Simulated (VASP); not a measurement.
Runs of VASP 6.6.1 on InSb. The structure is that of space group I-4m2 (No. 119), or close to it. The cells are those of the table. 

```csv
cell,gap on the mesh (eV),pressure (GPa)
"a = 4.460, b = 4.460, c = 5.288 Å, angles 53.6, 53.6, 72.7°, 2 atoms",none,(b)
"a = 4.453, b = 4.453, c = 5.142 Å, angles 54.7, 54.7, 70.5°, 2 atoms",none,(a)
"a = 4.868, b = 4.868, c = 4.197 Å, angles 64.5, 64.5, 51.1°, 2 atoms",none,2.5
"a = 4.463, b = 4.463, c = 4.976 Å, angles 56.1, 56.1, 67.8°, 2 atoms",none,2.1
"a = 4.761, b = 4.761, c = 4.311 Å, angles 63.1, 63.1, 53.8°, 2 atoms",none,2.8
```

Alike in all rows: task single point; level PBE; potentials or basis VASP PAW PBE potentials, release 64 (In_d, Sb); no spin polarisation; k mesh 14 × 14 × 14; cutoff (eV) 520; smearing gaussian 0.15 eV.

Question: Fill in the values left out.

Answer: (a) 1.1; (b) 0.0.

Caveats: spin-orbit coupling is left out, which moves the levels of the heavy elements; semilocal functionals underestimate gaps, so a narrow gap can read as zero (at least some runs).

A k mesh can miss the band edges, and the runs leave out spin-orbit coupling on In, Sb.

A gap of «none» marks levels without a gap at the run's occupations.
